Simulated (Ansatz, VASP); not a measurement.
# Co in VASP and in Ansatz

```
Co
1.0
     2.51071    0.00000    0.00000
    -1.25536    2.17434    0.00000
     0.00000    0.00000    4.04524
Co
2
Direct
  0.33333 0.66667 0.25000
  0.66667 0.33333 0.75000
```

Alike in both runs: task single point; functional RPBE; k mesh 24 × 24 × 13; occupations fermi-dirac, width 0.1 eV; no spin polarisation.

|  | VASP | Ansatz |
| --- | --- | --- |
| version | VASP 6.6.1 | Ansatz 0.2.0 |
| potentials or method | VASP PAW PBE potentials, release 64 (Co), cutoff 520 eV | plane waves (420 eV) with PAW, scalar-relativistic |
| valence electrons in the cell | 18 | 34 |

```csv
,VASP,Ansatz,Ansatz less VASP
pressure (GPa),-8.4,-8.2,+0.20
"traceless stress, the component that is largest in VASP (GPa)",-0.21,-0.16,+0.056
```

VASP's potentials were made for PBE, not for RPBE. VASP's potentials hold 18 valence electrons a cell and Ansatz's 34, so a difference there can come from the potentials and not from the codes.
